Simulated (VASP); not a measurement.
A run of VASP 6.6.1 is set up as follows.

INCAR

```
PREC = Accurate
ENCUT = 520
EDIFF = 1E-6
ISMEAR = 0
SIGMA = 0.05
LREAL = F
LASPH = T
NELM = 60
ALGO = Normal
ISIF = 2
LWAVE = F
LCHARG = F
GGA = PE
NBANDS = 26
```

The input KPOINTS:

```
regular mesh
0
Gamma
  6 6 6
```

File POSCAR:

```
Si
1.0
    5.4697623842      0.0000000000      0.0000000000
    0.0000000000     -5.4697623842      0.0000000000
    0.0000000000      0.0000000000     -5.4697623842
Si
8
Direct
    0.5000000000      0.0000000000      0.0000000000
    0.0000000000      0.5000000000      0.0000000000
    0.0000000000      0.0000000000      0.5000000000
    0.5000000000      0.5000000000      0.5000000000
    0.7500000000      0.7500000000      0.7500000000
    0.2500000000      0.2500000000      0.7500000000
    0.2500000000      0.7500000000      0.2500000000
    0.7500000000      0.2500000000      0.2500000000
```

Potentials or basis: VASP PAW PBE potentials, release 64 (Si).

Launch:

```sh
$ cat potpaw_PBE.64/Si/POTCAR > POTCAR
$ mpirun -np 1 vasp_std > vasp.out
```

(1) Predict the band gap on the k mesh.

(2) Estimate the pressure.

Results:

(1) 0.61 eV.

(2) -0.1 GPa.
